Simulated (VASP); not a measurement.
Here is a VASP 6.6.1 calculation.

File INCAR:

```
SYSTEM = Te2Mo
PREC = Accurate
ENCUT = 520
EDIFF = 1E-7
ISMEAR = -1
SIGMA = 0.05
LREAL = .FALSE.
LASPH = .TRUE.
NELM = 80
ALGO = Normal
ISIF = 2
LWAVE = .FALSE.
LCHARG = .FALSE.
GGA = PS
NBANDS = 35
```

The input KPOINTS:

```
regular mesh
0
G
  9 9 2
  0 0 0
```

Contents of POSCAR:

```
Te2Mo
1.0
    3.4877102878      0.0000000000      0.0000000000
   -1.7438551439      3.0204457102      0.0000000000
    0.0000000000      0.0000000000     24.3047679867
Te Mo
4 2
Direct
    0.3333333333      0.6666666667      0.2236394800
    0.6666666667      0.3333333333      0.9206288600
    0.6666666667      0.3333333333      0.7763605200
    0.3333333333      0.6666666667      0.0793711400
    0.6666666667      0.3333333333      0.1515414900
    0.3333333333      0.6666666667      0.8484585100
```

Potentials or basis: VASP PAW PBE potentials, release 64 (Te, Mo_sv).

Command:

```sh
$ cat potpaw_PBE.64/Te/POTCAR potpaw_PBE.64/Mo_sv/POTCAR > POTCAR
$ mpirun -np 1 vasp_std > vasp.out
```

**Question.** Estimate the band gap on the k mesh.

**Answer.** 1.12 eV, direct.

**Question.** Estimate the largest force.

**Answer.** 0.881 eV/Å.

Forces on the atoms (eV/Å):
```
Te   0.000  0.000  0.824
Te   0.000  0.000  0.881
Te   0.000  0.000 -0.824
Te   0.000  0.000 -0.881
Mo   0.000  0.000 -0.006
Mo   0.000  0.000  0.006
```

Caveat: the PAW data sets were made with another functional, which shifts forces and pressure a little; spin-orbit coupling is left out, which moves the levels of the heavy elements.
